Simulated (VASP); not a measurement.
# BP (F-43m) in VASP: further runs

The runs below take BP through vibrations by perturbation theory, with PBE.

Everything below comes from runs of VASP 6.6.1. Logs are shortened: lines on timing, memory, paths and dates and some standing lists are left out, and cuts for length are marked.

### Step 1. The cell of the first run

The structure is cubic, space group F-43m (No. 216). The conventional cell has a = 4.473 Å, b = 4.473 Å, c = 4.473 Å, α = 90.00°, β = 90.00°, γ = 90.00°. B (site symmetry -43m) has 4 P at 1.94 Å within 2.6 Å. Within 2.6 Å of P (site symmetry -43m) lie 4 B at 1.94 Å.

### Step 2. Vibrations by perturbation theory, PBE

The input, INCAR:

```
PREC = Accurate
ENCUT = 520
EDIFF = 1E-8
ISMEAR = 0
SIGMA = 0.01
LREAL = False
LASPH = True
NELM = 100
ALGO = Normal
ISIF = 2
LWAVE = False
LCHARG = False
GGA = PE
IBRION = 8
NSW = 1
LEPSILON = True
```

The input, KPOINTS:

```
regular mesh
0
Gamma
  10 10 10
```

The input, POSCAR:

```
BP
1.0
    0.0000000000      2.2362658148      2.2362658148
    2.2362658148      0.0000000000      2.2362658148
    2.2362658148      2.2362658148      0.0000000000
B P
1 1
Direct
    0.0000000000      0.0000000000      0.0000000000
    0.7500000000      0.7500000000      0.7500000000
```

Potentials or basis: VASP PAW PBE potentials, release 64 (B, P).

On the command line:

```
cat potpaw_PBE.64/B/POTCAR potpaw_PBE.64/P/POTCAR > POTCAR
mpirun -np 1 vasp_std > vasp.out
```

OUTCAR:

```text
PREC = Accurate
   ENCUT = 520
   EDIFF = 1E-8
   ISMEAR = 0
   LREAL = False
   LASPH = True
   NELM = 100
   ISIF = 2
   GGA = PE
   IBRION = 8
   NSW = 1
   LEPSILON = True

 ion  position               nearest neighbor table
   1  0.000  0.000  0.000-   2 1.94   2 1.94   2 1.94   2 1.94
   2  0.750  0.750  0.750-   1 1.94   1 1.94   1 1.94   1 1.94

  LATTYP: Found a face centered cubic cell.
 ALAT       =     4.4725316296

  Lattice vectors:

 A1 = (   0.0000000000,   2.2362658148,   2.2362658148)
 A2 = (   2.2362658148,   0.0000000000,   2.2362658148)
 A3 = (   2.2362658148,   2.2362658148,   0.0000000000)

Analysis of symmetry for initial positions (statically):
=====================================================================
 Subroutine PRICEL returns:
 Original cell was already a primitive cell.

 Routine SETGRP: Setting up the symmetry group for a
 face centered cubic supercell.

 Subroutine GETGRP returns: Found 24 space group operations
 (whereof 24 operations were pure point group operations)
 out of a pool of 48 trial point group operations.

The static configuration has the point symmetry T_d .

Analysis of symmetry for dynamics (positions and initial velocities):
=====================================================================
 Subroutine PRICEL returns:
 Original cell was already a primitive cell.

 Routine SETGRP: Setting up the symmetry group for a
 face centered cubic supercell.

 Subroutine GETGRP returns: Found 24 space group operations
 (whereof 24 operations were pure point group operations)
 out of a pool of 48 trial point group operations.

The dynamic configuration has the point symmetry T_d .

 Subroutine INISYM returns: Found 24 space group operations
 (whereof 24 operations are pure point group operations),
 and found     1 'primitive' translations

----------------------------------------------------------------------------------------

                                     Primitive cell

  volume of cell :      22.3666

  direct lattice vectors                    reciprocal lattice vectors
     0.000000000  2.236265815  2.236265815    -0.223587016  0.223587016  0.223587016
     2.236265815  0.000000000  2.236265815     0.223587016 -0.223587016  0.223587016
     2.236265815  2.236265815  0.000000000     0.223587016  0.223587016 -0.223587016

  length of vectors
     3.162557444  3.162557444  3.162557444     0.387264071  0.387264071  0.387264071

  position of ions in fractional coordinates (direct lattice)
     0.000000000  0.000000000  0.000000000
     0.750000000  0.750000000  0.750000000

  ion indices of the primitive-cell ions
   primitive index   ion index
                 1           1
                 2           2

----------------------------------------------------------------------------------------

 KPOINTS: regular mesh

Automatic generation of k-mesh.
 Grid dimensions read from file:
 generate k-points for:   10   10   10

 Generating k-lattice:

  Cartesian coordinates                     Fractional coordinates (reciprocal lattice)
    -0.022358702  0.022358702  0.022358702     0.100000000  0.000000000  0.000000000
     0.022358702 -0.022358702  0.022358702     0.000000000  0.100000000  0.000000000
     0.022358702  0.022358702 -0.022358702     0.000000000  0.000000000  0.100000000

  Length of vectors
     0.038726407  0.038726407  0.038726407

[... 408 lines left out ...]
  free energy    TOTEN  =        -0.54459413 eV

  energy without entropy =       -0.54459413

------------------------ aborting loop because EDIFF is reached ----------------------------------------

--------------------------------------- Ionic step        2  -------------------------------------------

------------------------ aborting loop because EDIFF is reached ----------------------------------------

--------------------------------------- Ionic step        3  -------------------------------------------

------------------------ aborting loop because EDIFF is reached ----------------------------------------

 PIEZOELECTRIC TENSOR FIELD DIRECTION 3  (e Angst)
 -----------------------------------------------------------------------------
    -0.00061 -0.25267  0.00000           ( -0.00000 -0.07715  0.00000)
    -0.25267 -0.00061  0.00000           ( -0.07715 -0.00000  0.00000)
     0.00000  0.00000  0.00012           (  0.00000  0.00000 -0.00000)

 PIEZOELECTRIC TENSOR FIELD DIRECTION 3  (C/m^2)
 -----------------------------------------------------------------------------
    -0.00044 -0.18100  0.00000
    -0.18100 -0.00044  0.00000
     0.00000  0.00000  0.00009

--------------------------------------- Ionic step        4  -------------------------------------------

------------------------ aborting loop because EDIFF is reached ----------------------------------------

[... ionic steps 5 to 6 ...]

--------------------------------------- Ionic step        7  -------------------------------------------

 Free energy of the ion-electron system (eV)
  ---------------------------------------------------
  ---------------------------------------------------
  free energy    TOTEN  =        -0.04086625 eV

  energy without entropy =       -0.04086625

------------------------ aborting loop because EDIFF is reached ----------------------------------------

 INTERNAL STRAIN TENSOR  FOR ION    2  DIRECTION 1   (eV/Angst):
 -----------------------------------------------------------------------------
    -0.00881  0.00000  0.00000
     0.00000  0.00729  8.72284
     0.00000  8.72284  0.00729

 MACROSCOPIC STATIC DIELECTRIC TENSOR (including local field effects in DFT)
 ------------------------------------------------------
           9.260691    -0.000000     0.000000
          -0.000000     9.260691    -0.000000
           0.000000     0.000000     9.260691
 ------------------------------------------------------

 PIEZOELECTRIC TENSOR (including local field effects)  for field in x, y, z        (e  Angst)
          XX          YY          ZZ          XY          YZ          ZX
  --------------------------------------------------------------------------------
  x     0.00000    -0.00000     0.00000     0.00000    -0.24864     0.00000
  y    -0.00000     0.00000     0.00000     0.00000     0.00000    -0.24864
  z    -0.00000     0.00000     0.00000    -0.24864     0.00000     0.00000

 PIEZOELECTRIC TENSOR (including local field effects)  for field in x, y, z        (C/m^2)
          XX          YY          ZZ          XY          YZ          ZX
  --------------------------------------------------------------------------------
  x     0.00000    -0.00000     0.00000     0.00000    -0.17811     0.00000
  y    -0.00000     0.00000     0.00000     0.00000     0.00000    -0.17811
  z    -0.00000     0.00000     0.00000    -0.17811     0.00000     0.00000

 BORN EFFECTIVE CHARGES (including local field effects) (in |e|, cummulative output)
 ---------------------------------------------------------------------------------
 ion    1
    1    -0.63710     0.00000    -0.00000
    2     0.00000    -0.63710     0.00000
    3     0.00000     0.00000    -0.63710
 ion    2
    1     0.63710    -0.00000     0.00000
    2    -0.00000     0.63710    -0.00000
    3    -0.00000    -0.00000     0.63710

 INTERNAL STRAIN TENSOR FOR ION    2 for displacements in x,y,z  (eV/Angst):
          X           Y           Z          XY          YZ          ZX
  --------------------------------------------------------------------------------
  x     0.00000     0.00000     0.00000     0.00000     8.72284     0.00000
  y     0.00000    -0.00000     0.00000     0.00000     0.00000     8.72284
  z     0.00000     0.00000     0.00000     8.72284     0.00000     0.00000

 SECOND DERIVATIVES (NOT SYMMETRIZED)
 ------------------------------------
               1X          1Y          1Z          2X          2Y          2Z
  1X   -20.774528    0.000000    0.000000   20.774528    0.000000    0.000000
  1Y     0.000000  -20.774528    0.000000    0.000000   20.774528    0.000000
  1Z     0.000000    0.000000  -20.774528    0.000000    0.000000   20.774528
  2X    20.774101    0.000000    0.000000  -20.774101    0.000000    0.000000
  2Y     0.000000   20.774101    0.000000    0.000000  -20.774101    0.000000
  2Z     0.000000    0.000000   20.774101    0.000000    0.000000  -20.774101

 Eigenvectors and eigenvalues of the dynamical matrix
 ----------------------------------------------------

   1 f  =   25.170612 THz   158.151619 2PiTHz  839.601237 cm-1   104.097239 meV
             X         Y         Z           dx          dy          dz
      0.000000  0.000000  0.000000     0.860973    0.000000    0.000000
      3.354399  3.354399  3.354399    -0.508650    0.000000    0.000000
[... 21 lines left out ...]
   6 f/i=    0.000113 THz     0.000712 2PiTHz    0.003780 cm-1     0.000469 meV
             X         Y         Z           dx          dy          dz
      0.000000  0.000000  0.000000     0.123588    0.477679   -0.123588
      3.354399  3.354399  3.354399     0.209192    0.808549   -0.209192

--------------------------------------------------------------------------------------------------------

 MACROSCOPIC STATIC DIELECTRIC TENSOR IONIC CONTRIBUTION
 ------------------------------------------------------
           0.158070    -0.000000     0.000000
          -0.000000     0.158070     0.000000
           0.000000     0.000000     0.158070
 ------------------------------------------------------

 ELASTIC MODULI CONTR FROM IONIC RELAXATION (kBar)
 Direction    XX          YY          ZZ          XY          YZ          ZX
 --------------------------------------------------------------------------------
 XX          -0.0000      0.0000     -0.0000     -0.0000      0.0000     -0.0000
 YY           0.0000     -0.0000      0.0000     -0.0000     -0.0000      0.0000
 ZZ          -0.0000      0.0000     -0.0000     -0.0000     -0.0000     -0.0000
 XY          -0.0000     -0.0000     -0.0000   -276.4907     -0.0000      0.0000
 YZ           0.0000     -0.0000     -0.0000     -0.0000   -276.4907      0.0000
 ZX          -0.0000      0.0000     -0.0000      0.0000      0.0000   -276.4907
 --------------------------------------------------------------------------------

 PIEZOELECTRIC TENSOR IONIC CONTR  for field in x, y, z        (C/m^2)
          XX          YY          ZZ          XY          YZ          ZX
  --------------------------------------------------------------------------------
  x    -0.00000     0.00000     0.00000     0.00000     0.19671    -0.00000
  y     0.00000    -0.00000     0.00000    -0.00000    -0.00000     0.19671
  z     0.00000     0.00000     0.00000     0.19671     0.00000     0.00000
```

Run time: 2.4 min. Hardware: 1 thread of Intel Xeon 8259CL, shared host; peak memory 0.21 GiB.

What came out:

```
Electronic dielectric tensor (diagonal)                 : 9.26
Born charges (mean of the diagonal)                     : B -0.64; P +0.64 e
Highest phonon frequency at Γ, LO-TO splitting left out : 840 cm⁻¹
```

Phonon frequencies in cm⁻¹ (negative: imaginary):
```csv
q point,frequencies
"(0.000, 0.000, 0.000)",0 0 0 840 840 840
```

Electronic dielectric tensor:
```
9.26 0.00 0.00
0.00 9.26 0.00
0.00 0.00 9.26
```

Born effective charge tensors (e):
atom 1, B
```
-0.64  0.00  0.00
 0.00 -0.64  0.00
 0.00  0.00 -0.64
```
atom 2, P
```
0.64 0.00 0.00
0.00 0.64 0.00
0.00 0.00 0.64
```

Caveat: the cell stands under pressure or tension, which shifts response properties.

(Part 1 of 2 ends here.)
